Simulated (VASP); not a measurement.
# Re in VASP: notebook

Runs on Re. Level: PBEsol. Tasks: single point.

Everything below comes from runs of VASP 6.6.1. Logs are shortened: lines on timing, memory, paths and dates and some standing lists are left out, and cuts for length are marked.

## 1. The cell of the first run

The cell holds a slab with vacuum, 5 atoms: a = 2.744 Å, b = 2.744 Å, c = 23.962 Å, α = 90.00°, β = 90.00°, γ = 120.00°.

## 2. Single point, PBEsol

Input file INCAR:

```
SYSTEM = Re
PREC = Accurate ; ENCUT = 520
EDIFF = 1E-7 ; ISMEAR = 0
SIGMA = 0.1 ; LREAL = .FALSE.
LASPH = .TRUE. ; NELM = 60
ALGO = Normal ; ISIF = 2
LWAVE = .FALSE. ; LCHARG = .FALSE.
LDIPOL = .TRUE. ; IDIPOL = 3
DIPOL = 0.5 0.5 0.500 ; GGA = PS
NBANDS = 26
```

Input file KPOINTS:

```
Automatic mesh
0
G
  15 15 1
  0 0 0
```

Input file POSCAR:

```
Re
1.0
    2.7439667438      0.0000000000      0.0000000000
   -1.3719833719      2.3763449072      0.0000000000
    0.0000000000      0.0000000000     23.9617578578
Re
5
Direct
    0.6666666667      0.3333333333      0.3129987393
    0.3333333333      0.6666666667      0.4064993696
    0.0000000000      0.0000000000      0.5000000000
    0.6666666667      0.3333333333      0.5935006304
    0.3333333333      0.6666666667      0.6870012607
```

Potentials or basis: VASP PAW PBE potentials, release 64 (Re).

Run with:

```console
> cat potpaw_PBE.64/Re/POTCAR > POTCAR
> mpirun -np 1 vasp_std > vasp.out
```

OUTCAR:

```text
SYSTEM = Re
   PREC = Accurate
   ENCUT = 520
   EDIFF = 1E-7
   ISMEAR = 0
   LREAL = .FALSE.
   LASPH = .TRUE.
   NELM = 60
   ISIF = 2
   GGA = PS

 ion  position               nearest neighbor table
   1  0.667  0.333  0.313-   2 2.74   2 2.74   2 2.74
   2  0.333  0.667  0.406-   1 2.74   1 2.74   1 2.74   3 2.74   3 2.74   3 2.74
   3  0.000  0.000  0.500-   2 2.74   4 2.74   2 2.74   4 2.74   4 2.74   2 2.74
   4  0.667  0.333  0.594-   5 2.74   5 2.74   5 2.74   3 2.74   3 2.74   3 2.74
   5  0.333  0.667  0.687-   4 2.74   4 2.74   4 2.74

  LATTYP: Found a hexagonal cell.
 ALAT       =     2.7439667438
 C/A-ratio  =     8.7325248792

  Lattice vectors:

 A1 = (   2.7439667438,   0.0000000000,   0.0000000000)
 A2 = (  -1.3719833719,   2.3763449072,   0.0000000000)
 A3 = (   0.0000000000,   0.0000000000,  23.9617578578)

Analysis of symmetry for initial positions (statically):
=====================================================================
 Subroutine PRICEL returns:
 Original cell was already a primitive cell.

 Routine SETGRP: Setting up the symmetry group for a
 hexagonal supercell.

 Subroutine GETGRP returns: Found 12 space group operations
 (whereof 12 operations were pure point group operations)
 out of a pool of 24 trial point group operations.

The static configuration has the point symmetry D_3d.

Analysis of symmetry for dynamics (positions and initial velocities):
=====================================================================
 Subroutine PRICEL returns:
 Original cell was already a primitive cell.

 Routine SETGRP: Setting up the symmetry group for a
 hexagonal supercell.

 Subroutine GETGRP returns: Found 12 space group operations
 (whereof 12 operations were pure point group operations)
 out of a pool of 24 trial point group operations.

The dynamic configuration has the point symmetry D_3d.

 Subroutine INISYM returns: Found 12 space group operations
 (whereof 12 operations are pure point group operations),
 and found     1 'primitive' translations

----------------------------------------------------------------------------------------

                                     Primitive cell

  volume of cell :     156.2453

  direct lattice vectors                    reciprocal lattice vectors
[... 98 lines left out ...]
   NFREE  =      0    steps in history (QN), initial steepest desc. (CG)
   ISIF   =      2    stress and relaxation
   ISYM   =      2    0-nonsym 1-usesym 2-fastsym
   POTIM  = 0.5000    time-step for ionic-motion
   TEBEG  =    0.0;   TEEND  =   0.0 temperature during run
   PSTRESS=    0.0 pullay stress
   NELECT =      35.0000    total number of electrons
   NUPDOWN=      -1.0000    fix difference up-down
   EMIN   =  10.00;   EMAX   =-10.00  energy-range for DOS
   EFERMI =   0.00;   METHOD = LEGACY
   ISMEAR =     0;   SIGMA  =   0.10  broadening in eV -4-tet -1-fermi 0-gaus
   EFERMI_NEDOS =   21; number of points for ismear=-14 and -15
   IALGO  =     38    algorithm
   IMIX   =      4    mixing-type and parameters
     AMIX     =   0.40;   BMIX     =  1.00
     AMIX_MAG =   1.60;   BMIX_MAG =  1.00
  volume/ion in A,a.u.               =      31.25       210.88
  Fermi-wavevector in a.u.,A,eV,Ry     =   0.994249  1.878858 13.449783  0.988531
  Thomas-Fermi vector in A             =   2.126187
   LORBIT       =      0    0 simple, 1 ext, 2 COOP (PROOUT), +10 PAW based schemes
   GGA     = PS    functional components
   LHFCALC =     F    Hartree Fock is set to
   AEXX    =    0.0000 exact exchange contribution
   IVDW    =     0    specifies the selected vdW correction
   LEPSILON=     F    determine dielectric tensor
   LRPA    =     F    only Hartree local field effects (RPA)
 non-spin polarized calculation
 Gauss-broadening in eV      SIGMA  =   0.10
  energy-cutoff  :      520.00
  volume of cell :      156.25
 maximum number of plane-waves:      4241
   NGX = 11   NGY = 11   NGZ = 89

 dipolmoment           0.000000      0.000000      0.000000 electrons x Angstroem

 number of electron      35.0000000 magnetization

 dipolmoment           0.000000      0.000000     -0.000000 electrons x Angstroem

 Free energy of the ion-electron system (eV)
  ---------------------------------------------------
  ext. energy  EPLUGINS =         0.00000000
  ---------------------------------------------------
  free energy    TOTEN  =       -64.10102094 eV

  energy without entropy =      -64.08930184  energy(sigma->0) =      -64.09516139

 E-fermi :   1.0330     XC(G=0):  -7.3646

 val. band max:        1.0247847215   @ k =   0.2000   0.2000   0.0000
 cond. band min:       1.0414587782   @ k =   0.0667  -0.0000   0.0000
 fundamental gap:      0.0166740567
 Fermi energy:         1.0329597856

 k-point     1 :       0.0000    0.0000    0.0000
  band No.  band energies     occupation
      1      -8.8355      2.00000
      2      -7.7807      2.00000
      3      -6.5486      2.00000
      4      -5.8510      2.00000
      5      -5.8440      2.00000
      6      -1.5654      2.00000
[... 685 lines left out ...]
     25       4.8704      0.00000
     26       7.5841      0.00000

 [... further k-points ...]

------------------------ aborting loop because EDIFF is reached ----------------------------------------

 vacuum level on the upper side and lower side of the slab       (xc-potential included)        -0.150        -0.150

  FORCE on cell =-STRESS in cart. coord.  units (eV):
  Direction    XX          YY          ZZ          XY          YZ          ZX
  --------------------------------------------------------------------------------------
  -------------------------------------------------------------------------------------
  Total       -5.9198287     -5.9198287     -4.7728707      0.0000000      0.0000000     -0.0000000
  in kB      -60.7033598    -60.7033598    -48.9421740      0.0000000      0.0000000     -0.0000000
  external PRESSURE =     -56.7829645 kB  Pullay stress =       0.0000000 kB

 VOLUME and BASIS-vectors are now :
 -----------------------------------------------------------------------------
  energy-cutoff  :      520.00
  volume of cell :      156.25
      direct lattice vectors                 reciprocal lattice vectors
     2.743966744  0.000000000  0.000000000     0.364435904  0.210407167  0.000000000
    -1.371983372  2.376344907  0.000000000     0.000000000  0.420814334  0.000000000
     0.000000000  0.000000000 23.961757858     0.000000000  0.000000000  0.041733165

 POSITION                                       TOTAL-FORCE (eV/Angst)
 -----------------------------------------------------------------------------------
      1.37198      0.79211      7.50000         0.000000      0.000000      1.225832
     -0.00000      1.58423      9.74044         0.000000      0.000000     -1.400101
      0.00000      0.00000     11.98088        -0.000000      0.000000      0.000000
      1.37198      0.79211     14.22132         0.000000      0.000000      1.400101
     -0.00000      1.58423     16.46176        -0.000000      0.000000     -1.225832
 -----------------------------------------------------------------------------------
    total drift:                               -0.000000      0.000000      0.000000

  FREE ENERGIE OF THE ION-ELECTRON SYSTEM (eV)
  ---------------------------------------------------
  free  energy   TOTEN  =       -64.1010209352 eV

  energy  without entropy=      -64.0893018426  energy(sigma->0) =      -64.09516139

 vacuum level on the upper side and lower side of the slab         6.202         6.202
```

OSZICAR:

```text
N       E                     dE             d eps       ncg     rms          rms(c)
DAV:   1     0.344161900887E+03    0.34416E+03   -0.12439E+04  2342   0.133E+03
DAV:   2     0.607538798231E+01   -0.33809E+03   -0.30082E+03  2630   0.102E+03
DAV:   3    -0.562114087258E+02   -0.62287E+02   -0.56548E+02  2594   0.506E+02
[... 23 lines left out ...]
DAV:  27    -0.641010200845E+02   -0.24904E-05   -0.10618E-07  1368   0.901E-03    0.209E-03
DAV:  28    -0.641010204524E+02   -0.36788E-06   -0.59792E-08  1352   0.426E-03    0.184E-03
DAV:  29    -0.641010206849E+02   -0.23248E-06   -0.49053E-08  1320   0.734E-03    0.205E-03
DAV:  30    -0.641010208835E+02   -0.19858E-06   -0.39233E-08  1320   0.323E-03    0.989E-04
DAV:  31    -0.641010209352E+02   -0.51713E-07   -0.31428E-08  1272   0.626E-03
   1 F= -.64101021E+02 E0= -.64095161E+02  d E =-.117191E-01
```

stdout:

```text
POSCAR found type information on POSCAR Re
 POSCAR found :  1 types and       5 ions
 scaLAPACK will be used
 -----------------------------------------------------------------------------
|                                                                             |
|                                                                             |
|     You enforced a specific xc type in the INCAR file but a different       |
|     I HOPE YOU KNOW WHAT YOU ARE DOING!                                     |
|                                                                             |
 -----------------------------------------------------------------------------

 LDA part: xc-table for (Slater+PW92), standard interpolation
 POSCAR, INCAR and KPOINTS ok, starting setup
 FFT: planning ... GRIDC
 FFT: planning ... GRID_SOFT
 FFT: planning ... GRID
 WAVECAR not read
 entering main loop
```

Run time: 3.3 min. Hardware: 1 thread of Intel Xeon Platinum 8559C (Emerald Rapids), shared host; peak memory 0.29 GiB.

What came out:

```yaml
Free_energy: -64.1010 eV
Largest_force: 1.400 eV/Å
```

Forces on the atoms (eV/Å):
```
Re   0.000  0.000  1.226
Re   0.000  0.000 -1.400
Re   0.000  0.000  0.000
Re   0.000  0.000  1.400
Re   0.000  0.000 -1.226
```

Caveat: the PAW data sets were made with another functional, which shifts forces and pressure a little; spin-orbit coupling is left out, which moves the levels of the heavy elements.

## 3. Single point, PBEsol

Input file INCAR:

```
SYSTEM = Re
PREC = Accurate
ENCUT = 520
EDIFF = 1E-7
ISMEAR = 0
SIGMA = 0.1
LREAL = .False.
LASPH = .True.
NELM = 100
ALGO = Normal
ISIF = 2
LWAVE = .False.
LCHARG = .True.
LDIPOL = .True.
IDIPOL = 3
DIPOL = 0.5 0.5 0.500
GGA = PS
LELF = .True.
LVHAR = .True.
LVACPOTAV = .True.
NBANDS = 26
```

Input file KPOINTS:

```
Automatic mesh
0
Gamma
  15 15 1
  0 0 0
```

Input file POSCAR:

```
Re
1.0
    2.7439667438      0.0000000000      0.0000000000
   -1.3719833719      2.3763449072      0.0000000000
    0.0000000000      0.0000000000     23.9617578578
Re
5
Direct
    0.6666666667      0.3333333333      0.3162365533
    0.3333333333      0.6666666667      0.4046886523
    0.0000000000      0.0000000000      0.5000000186
    0.6666666667      0.3333333333      0.5953113354
    0.3333333333      0.6666666667      0.6837634404
```

Potentials or basis: VASP PAW PBE potentials, release 64 (Re).

Run with:

```console
> cat potpaw_PBE.64/Re/POTCAR > POTCAR
> mpirun -np 1 vasp_std > vasp.out
```

It took 3.3 min on 1 thread of Intel Xeon Platinum 8559C (Emerald Rapids), shared host; peak memory 0.29 GiB.

The run converged. Its results:

| Property | Result |
| --- | --- |
| Free energy | -64.2750 eV |
| Largest force | 0.052 eV/Å |

Forces on the atoms (eV/Å):
```
Re   0.000  0.000  0.025
Re   0.000  0.000 -0.052
Re   0.000  0.000  0.000
Re   0.000  0.000  0.052
Re   0.000  0.000 -0.025
```

Levels at points of the mesh, in eV from the Fermi level:
```tsv
k point	band 14	band 15	band 16	band 17	band 18	band 19	band 20	band 21
(0.00, 0.00, 0.00)	-1.79	-1.75	-1.41	-1.41	-1.28	-1.28	-0.09	0.52
```

Caveat: the PAW data sets were made with another functional, which shifts forces and pressure a little; spin-orbit coupling is left out, which moves the levels of the heavy elements.
